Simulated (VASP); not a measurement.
Write the native input for VASP 6.6.1 that does the following.

```yaml
Task: single point
Functional: r2SCAN
Potentials_or_basis: VASP PAW PBE potentials, release 64 (Zn, S)
Cutoff: 520 eV
k_mesh: 8 × 8 × 8
Occupations: fermi-dirac, width 0.02 eV
Spin: no spin polarisation
Dipole_correction: no
Further_INCAR_settings: ALGO = Normal; EDIFF = 1e-07; NBANDS = 16
```

The system is ZnS.

```
Zn S
1.0
     0.00000    2.58066    2.58066
     2.58066    0.00000    2.58066
     2.58066    2.58066    0.00000
Zn S
1 1
Direct
  0.00000 0.00000 0.00000
  0.50000 0.50000 0.50000
```

This cell differs from its parent crystal: volume changed by +6%.

One way to write it, as run:

POSCAR

```
ZnS
1.0
    0.0000000000      2.5806632420      2.5806632420
    2.5806632420      0.0000000000      2.5806632420
    2.5806632420      2.5806632420      0.0000000000
Zn S
1 1
Direct
    0.0000000000      0.0000000000      0.0000000000
    0.5000000000      0.5000000000      0.5000000000
```

INCAR.step1

```
ALGO = Normal
EDIFF = 1E-4
ENCUT = 520
GGA = PE
ISMEAR = -1
LASPH = T
LCHARG = F
LREAL = F
LWAVE = T
NBANDS = 16
NELM = 60
PREC = Accurate
SIGMA = 0.02
```

INCAR.step2

```
ALGO = Normal
EDIFF = 1E-7
ENCUT = 520
ISIF = 2
ISMEAR = -1
ISTART = 1
LASPH = T
LCHARG = F
LMIXTAU = T
LREAL = F
LWAVE = F
METAGGA = R2SCAN
NBANDS = 16
NELM = 60
PREC = Accurate
SIGMA = 0.02
```

KPOINTS

```
k-points
0
Gamma
  8 8 8
```

Potentials or basis: VASP PAW PBE potentials, release 64 (Zn, S).

The run is started by

```bash
$ cat potpaw_PBE.64/Zn/POTCAR potpaw_PBE.64/S/POTCAR > POTCAR
$ cp INCAR.step1 INCAR
$ mpirun -np 1 vasp_std > vasp.out
$ cp INCAR.step2 INCAR
$ mpirun -np 1 vasp_std > vasp.out
```

Results of the run:

| Item | Value |
| --- | --- |
| Pressure | -4.9 GPa |
| Band gap on the k mesh | 0.15 eV, indirect (least direct gap 2.54 eV) |

Caveat: the PAW data sets were made with another functional, which shifts forces and pressure a little.

Wall time 2.5 min on 1 thread of Intel(R) Xeon(R) Platinum 8259CL CPU @ 2.50GHz (Skylake/Cascade Lake) (shared host), peak memory 0.16 GiB.
